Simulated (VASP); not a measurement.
# Au (I4/mmm) in VASP: further runs

The runs below take Au through single point, with PBEsol.

Everything below comes from runs of VASP 6.6.1. Logs are shortened: lines on timing, memory, paths and dates and some standing lists are left out, and cuts for length are marked.

**1. The cell of the first run**

It takes space group I4/mmm (No. 139, tetragonal). Conventional cell: a = 3.721 Å, b = 3.721 Å, c = 2.630 Å, α = 90.00°, β = 90.00°, γ = 90.00°. Within 3.5 Å of Au (site symmetry 4/mmm) lie 10 Au at 2.63 to 2.94 Å.

**2. Single point, PBEsol**

INCAR reads:

```
SYSTEM = Au
ALGO = Fast
EDIFF = 1E-7
ENCUT = 520
GGA = PS
ISIF = 2
ISMEAR = 0
LASPH = .True.
LCHARG = .False.
LREAL = .False.
LWAVE = .False.
NBANDS = 12
NELM = 80
PREC = Accurate
SIGMA = 0.15
```

KPOINTS reads:

```
k-points
0
Gamma
  22 22 22
  0 0 0
```

POSCAR reads:

```
Au
1.0
   -1.8603152040      1.8603152040      1.3152428492
    1.8603152040     -1.8603152040      1.3152428492
    1.8603152040      1.8603152040     -1.3152428492
Au
1
Direct
    0.0000000000      0.0000000000      0.0000000000
```

Potentials or basis: VASP PAW PBE potentials, release 64 (Au).

Command:

```console
cat potpaw_PBE.64/Au/POTCAR > POTCAR
mpirun -np 1 vasp_std > vasp.out
```

OUTCAR:

```text
SYSTEM = Au
   EDIFF = 1E-7
   ENCUT = 520
   GGA = PS
   ISIF = 2
   ISMEAR = 0
   LASPH = .True.
   LREAL = .False.
   NELM = 80
   PREC = Accurate

 ion  position               nearest neighbor table
   1  0.000  0.000  0.000-

  LATTYP: Found a body centered tetragonal cell.
 ALAT       =     3.7206304080
 C/A-ratio  =     0.7070000000

  Lattice vectors:

 A1 = (  -1.8603152040,   1.8603152040,   1.3152428492)
 A2 = (   1.8603152040,  -1.8603152040,   1.3152428492)
 A3 = (   1.8603152040,   1.8603152040,  -1.3152428492)

Analysis of symmetry for initial positions (statically):
=====================================================================
 Subroutine PRICEL returns:
 Original cell was already a primitive cell.

 Routine SETGRP: Setting up the symmetry group for a
 body centered tetragonal supercell.

 Subroutine GETGRP returns: Found 16 space group operations
 (whereof 16 operations were pure point group operations)
 out of a pool of 16 trial point group operations.

The static configuration has the point symmetry D_4h.

Analysis of symmetry for dynamics (positions and initial velocities):
=====================================================================
 Subroutine PRICEL returns:
 Original cell was already a primitive cell.

 Routine SETGRP: Setting up the symmetry group for a
 body centered tetragonal supercell.

 Subroutine GETGRP returns: Found 16 space group operations
 (whereof 16 operations were pure point group operations)
 out of a pool of 16 trial point group operations.

The dynamic configuration has the point symmetry D_4h.

 Subroutine INISYM returns: Found 16 space group operations
 (whereof 16 operations are pure point group operations),
 and found     1 'primitive' translations

----------------------------------------------------------------------------------------

                                     Primitive cell

  volume of cell :      18.2070

  direct lattice vectors                    reciprocal lattice vectors
    -1.860315204  1.860315204  1.315242849     0.000000000  0.268771657  0.380157931
     1.860315204 -1.860315204  1.315242849     0.268771657  0.000000000  0.380157931
     1.860315204  1.860315204 -1.315242849     0.268771657  0.268771657  0.000000000

  length of vectors
     2.941327773  2.941327773  2.941327773     0.465573040  0.465573040  0.380100523

  position of ions in fractional coordinates (direct lattice)
     0.000000000  0.000000000  0.000000000

  ion indices of the primitive-cell ions
   primitive index   ion index
                 1           1

----------------------------------------------------------------------------------------

 KPOINTS: k-points

Automatic generation of k-mesh.
 Grid dimensions read from file:
 generate k-points for:   22   22   22

 Generating k-lattice:

  Cartesian coordinates                     Fractional coordinates (reciprocal lattice)
     0.000000000  0.012216894  0.017279906     0.045454545  0.000000000  0.000000000
     0.012216894  0.000000000  0.017279906     0.000000000  0.045454545  0.000000000
     0.012216894  0.012216894  0.000000000     0.000000000  0.000000000  0.045454545

  Length of vectors
     0.021162411  0.021162411  0.017277296

  Shift w.r.t. Gamma in fractional coordinates (k-lattice)
     0.000000000  0.000000000  0.000000000

 Subroutine IBZKPT returns following result:
 ===========================================

 Found    834 irreducible k-points:

 Following reciprocal coordinates:
            Coordinates               Weight
  0.000000  0.000000  0.000000      1.000000
  0.045455  0.000000  0.000000      8.000000
  0.090909  0.000000  0.000000      8.000000
  0.136364  0.000000 -0.000000      8.000000
  0.181818 -0.000000  0.000000      8.000000
  0.227273  0.000000  0.000000      8.000000
[... 16 lines left out ...]
  0.500000  0.045455 -0.000000     16.000000
 -0.454545  0.045455  0.000000     16.000000
 [... further k-points ...]
   k-points           NKPTS =    834   k-points in BZ     NKDIM =    834   number of bands    NBANDS=     12
   number of dos      NEDOS =    301   number of ions     NIONS =      1
   total plane-waves  NPLWV =  13824
   dimension x,y,z NGX =    24 NGY =   24 NGZ =   24
   dimension x,y,z NGXF=    48 NGYF=   48 NGZF=   48
   ions per type =               1
   NGX,Y,Z   is equivalent  to a cutoff of  13.56, 13.56, 13.56 a.u.
   NGXF,Y,Z  is equivalent  to a cutoff of  27.13, 27.13, 27.13 a.u.
 SYSTEM =  Au
   PREC   = accura    normal or accurate (medium, high low for compatibility)
   ISTART =      0    job   : 0-new  1-cont  2-samecut
   ICHARG =      2    charge: 1-file 2-atom 10-const
   ISPIN  =      1    spin polarized calculation?
   LNONCOLLINEAR =      F non collinear calculations
   LSORBIT =      F    spin-orbit coupling
   LASPH  =      T    aspherical Exc in radial PAW
   ENCUT  =  520.0 eV  38.22 Ry    6.18 a.u.   5.47  5.47  5.47*2*pi/ulx,y,z
   NELM   =     80;   NELMIN=  2; NELMDL= -5     # of ELM steps
   EDIFF  = 0.1E-06   stopping-criterion for ELM
   LREAL  =      F    real-space projection
   EDIFFG = 0.1E-05   stopping-criterion for IOM
   NSW    =      0    number of steps for IOM
   IBRION =     -1    ionic relax: 0-MD 1-quasi-New 2-CG
   NFREE  =      0    steps in history (QN), initial steepest desc. (CG)
   ISIF   =      2    stress and relaxation
   ISYM   =      2    0-nonsym 1-usesym 2-fastsym
   POTIM  = 0.5000    time-step for ionic-motion
   TEBEG  =    0.0;   TEEND  =   0.0 temperature during run
   PSTRESS=    0.0 pullay stress
   NELECT =      11.0000    total number of electrons
   NUPDOWN=      -1.0000    fix difference up-down
   EMIN   =  10.00;   EMAX   =-10.00  energy-range for DOS
   EFERMI =   0.00;   METHOD = LEGACY
   ISMEAR =     0;   SIGMA  =   0.15  broadening in eV -4-tet -1-fermi 0-gaus
   EFERMI_NEDOS =   21; number of points for ismear=-14 and -15
   IALGO  =     68    algorithm
   IMIX   =      4    mixing-type and parameters
     AMIX     =   0.40;   BMIX     =  1.00
     AMIX_MAG =   1.60;   BMIX_MAG =  1.00
  volume/ion in A,a.u.               =      18.21       122.87
  Fermi-wavevector in a.u.,A,eV,Ry     =   1.383968  2.615320 26.060157  1.915367
  Thomas-Fermi vector in A             =   2.508516
   LORBIT       =      0    0 simple, 1 ext, 2 COOP (PROOUT), +10 PAW based schemes
   GGA     = PS    functional components
   LHFCALC =     F    Hartree Fock is set to
   AEXX    =    0.0000 exact exchange contribution
   IVDW    =     0    specifies the selected vdW correction
   LEPSILON=     F    determine dielectric tensor
   LRPA    =     F    only Hartree local field effects (RPA)
 non-spin polarized calculation
 RMM-DIIS sequential band-by-band and
 Gauss-broadening in eV      SIGMA  =   0.15
  energy-cutoff  :      520.00
  volume of cell :       18.21
 maximum number of plane-waves:       503
 NGX is ok and might be reduce to    24
   NGX = 11   NGY = 11   NGZ = 11

 number of electron      11.0000001 magnetization

 Free energy of the ion-electron system (eV)
  ---------------------------------------------------
  ext. energy  EPLUGINS =         0.00000000
  ---------------------------------------------------
  free energy    TOTEN  =        -3.80285179 eV

  energy without entropy =       -3.79976755  energy(sigma->0) =       -3.80130967

 E-fermi :   8.1964     XC(G=0): -12.4491

 val. band max:        8.1709028905   @ k =  -0.3182   0.4091   0.3182
 cond. band min:       8.2115398967   @ k =  -0.3182   0.5000   0.0455
 fundamental gap:      0.0406370062
 Fermi energy:         8.1963910087

 k-point     1 :       0.0000    0.0000    0.0000
  band No.  band energies     occupation
      1      -1.1010      2.00000
      2       2.6566      2.00000
      3       3.0165      2.00000
      4       5.1082      2.00000
      5       5.1082      2.00000
      6       5.9913      2.00000
      7      21.7847      0.00000
      8      21.7847      0.00000
      9      29.1491      0.00000
     10      30.5137      0.00000
     11      30.5137      0.00000
     12      30.8882      0.00000

 k-point     2 :       0.0455    0.0000    0.0000
  band No.  band energies     occupation
      1      -1.0089      2.00000
      2       2.6871      2.00000
      3       3.0660      2.00000
      4       5.0636      2.00000
      5       5.0663      2.00000
      6       5.9683      2.00000
      7      21.8361      0.00000
      8      21.8784      0.00000
      9      28.9238      0.00000
     10      30.1682      0.00000
     11      30.3169      0.00000
     12      30.8669      0.00000

 k-point     3 :       0.0909    0.0000    0.0000
  band No.  band energies     occupation
      1      -0.7362      2.00000
      2       2.7710      2.00000
      3       3.2087      2.00000
      4       4.9428      2.00000
      5       4.9557      2.00000
      6       5.9052      2.00000
      7      21.9534      0.00000
      8      22.1366      0.00000
      9      28.1781      0.00000
     10      29.3826      0.00000
     11      29.7852      0.00000
     12      31.3339      0.00000
[... 286 lines left out ...]
 k-point    23 :       0.5000    0.0455   -0.0000
  band No.  band energies     occupation
      1       1.6490      2.00000
      2       2.2271      2.00000
      3       5.1300      2.00000
      4       6.1708      2.00000
      5       6.7682      2.00000
      6       8.7788      0.00000
      7      13.8031      0.00000
      8      19.3841      0.00000
      9      19.8525      0.00000
     10      26.9446      0.00000
     11      28.5299      0.00000
     12      29.3438      0.00000

 k-point    24 :      -0.4545    0.0455    0.0000
  band No.  band energies     occupation
      1       1.7019      2.00000
      2       2.3081      2.00000
      3       5.1652      2.00000
      4       5.9996      2.00000
      5       6.5522      2.00000
      6       7.6379      2.00000
      7      15.1458      0.00000
      8      19.5763      0.00000
      9      20.2327      0.00000
     10      26.9414      0.00000
     11      28.6334      0.00000
     12      29.6608      0.00000

 [... further k-points ...]

------------------------ aborting loop because EDIFF is reached ----------------------------------------

  FORCE on cell =-STRESS in cart. coord.  units (eV):
  Direction    XX          YY          ZZ          XY          YZ          ZX
  --------------------------------------------------------------------------------------
  -------------------------------------------------------------------------------------
  Total       -0.9886922     -0.9886922      1.1631528      0.0000000      0.0000000      0.0000000
  in kB      -87.0026936    -87.0026936    102.3548294      0.0000000      0.0000000      0.0000000
  external PRESSURE =     -23.8835193 kB  Pullay stress =       0.0000000 kB

 VOLUME and BASIS-vectors are now :
 -----------------------------------------------------------------------------
  energy-cutoff  :      520.00
  volume of cell :       18.21
      direct lattice vectors                 reciprocal lattice vectors
    -1.860315204  1.860315204  1.315242849     0.000000000  0.268771657  0.380157931
     1.860315204 -1.860315204  1.315242849     0.268771657  0.000000000  0.380157931
     1.860315204  1.860315204 -1.315242849     0.268771657  0.268771657  0.000000000

 POSITION                                       TOTAL-FORCE (eV/Angst)
 -----------------------------------------------------------------------------------
      0.00000      0.00000      0.00000         0.000000      0.000000      0.000000
 -----------------------------------------------------------------------------------
    total drift:                               -0.000000      0.000000      0.000000

  FREE ENERGIE OF THE ION-ELECTRON SYSTEM (eV)
  ---------------------------------------------------
  free  energy   TOTEN  =        -3.8028517941 eV

  energy  without entropy=       -3.7997675542  energy(sigma->0) =       -3.80130967
```

Run time: 2.1 min. Hardware: 1 thread of Intel Xeon 8259CL, shared host; peak memory 0.29 GiB.

What came out:

```
Free energy            : -3.8029 eV
Pressure               : -2.4 GPa
Band gap on the k mesh : zero (an odd number of electrons rules out a gap without spin polarisation)
```

Stress tensor (GPa, compression positive):
```
-8.70  0.00  0.00
 0.00 -8.70  0.00
 0.00  0.00 10.24
```

Caveat: the stress differs along the axes, from -9 to 10 GPa; the PAW data sets were made with another functional, which shifts forces and pressure a little; spin-orbit coupling is left out, which moves the levels of the heavy elements.

**3. Single point, PBEsol**

INCAR reads:

```
PREC = Accurate ; ENCUT = 520
EDIFF = 1E-7 ; ISMEAR = 0
SIGMA = 0.15 ; LREAL = False
LASPH = True ; NELM = 80
ALGO = Fast ; ISIF = 2
LWAVE = False ; LCHARG = False
GGA = PS ; NBANDS = 12
```

KPOINTS reads:

```
regular mesh
0
Gamma
  22 22 22
```

POSCAR reads:

```
Au
1.0
   -1.7495245116      1.7495245116      1.4870958348
    1.7495245116     -1.7495245116      1.4870958348
    1.7495245116      1.7495245116     -1.4870958348
Au
1
Direct
    0.0000000000      0.0000000000      0.0000000000
```

Potentials or basis: VASP PAW PBE potentials, release 64 (Au).

Command:

```console
cat potpaw_PBE.64/Au/POTCAR > POTCAR
mpirun -np 1 vasp_std > vasp.out
```

Run time: 2.1 min. Hardware: 1 thread of Intel Xeon 8259CL, shared host; peak memory 0.29 GiB.

The run converged. Its results:

| Property | Result |
| --- | --- |
| Free energy | -3.8767 eV |
| Pressure | -9.0 GPa |
| Band gap on the k mesh | zero (an odd number of electrons rules out a gap without spin polarisation) |

Stress tensor (GPa, compression positive):
```
-8.66  0.00  0.00
 0.00 -8.66  0.00
 0.00  0.00 -9.79
```

Levels at points of the mesh, in eV from the Fermi level:
```
           k point  band 2  band 3  band 4  band 5  band 6  band 7  band 8  band 9  band 10  band 11
(0.00, 0.00, 0.00)   -5.12   -4.05   -4.05   -3.65   -2.36   15.32   15.32   18.76    22.02    22.02
(0.50, 0.00, 0.00)   -5.80   -3.01   -1.94   -1.51   -0.05    3.73   11.61   12.33    19.42    20.77
(0.50, 0.50, 0.00)   -4.68   -3.82   -2.93   -1.56   -1.00    2.33   13.98   16.09    20.07    23.05
(0.50, 0.50, 0.50)   -6.29   -1.84   -1.84   -1.56    4.71    4.71    8.10    9.51    13.72    17.75
```

Caveat: the cell stands under tension; the PAW data sets were made with another functional, which shifts forces and pressure a little; spin-orbit coupling is left out, which moves the levels of the heavy elements.

The gap in the log of VASP goes by the Fermi energy; the results here count the filled bands.